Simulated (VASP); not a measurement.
Input of a VASP 6.6.1 run:

INCAR

```
SYSTEM = BiIr
PREC = Accurate
ENCUT = 520
EDIFF = 1E-6
ISMEAR = -1
SIGMA = 0.1
LREAL = .False.
LASPH = .True.
NELM = 100
ALGO = Normal
ISIF = 2
LWAVE = .False.
LCHARG = .False.
GGA = PS
NBANDS = 19
```

File KPOINTS:

```
regular mesh
0
Gamma
  12 12 12
  0 0 0
```

Contents of POSCAR:

```
BiIr
1.0
    0.0000000000      2.7595873792      2.7595873792
    2.7595873792      0.0000000000      2.7595873792
    2.7595873792      2.7595873792      0.0000000000
Ir Bi
1 1
Direct
    0.0000000000      0.0000000000      0.0000000000
    0.2500000000      0.2500000000      0.2500000000
```

Potentials or basis: VASP PAW PBE potentials, release 64 (Ir, Bi_d).

Run with:

```bash
$ cat potpaw_PBE.64/Ir/POTCAR potpaw_PBE.64/Bi_d/POTCAR > POTCAR
$ mpirun -np 1 vasp_std > vasp.out
```

Q: What does it give for the pressure?

A: 53.5 GPa.

Q: Predict the band gap on the k mesh.

A: Zero (band 12 reaches 12.94 eV, above the bottom of band 13 at 8.03 eV).

Caveat: the PAW data sets were made with another functional, which shifts forces and pressure a little; spin-orbit coupling is left out, which moves the levels of the heavy elements.
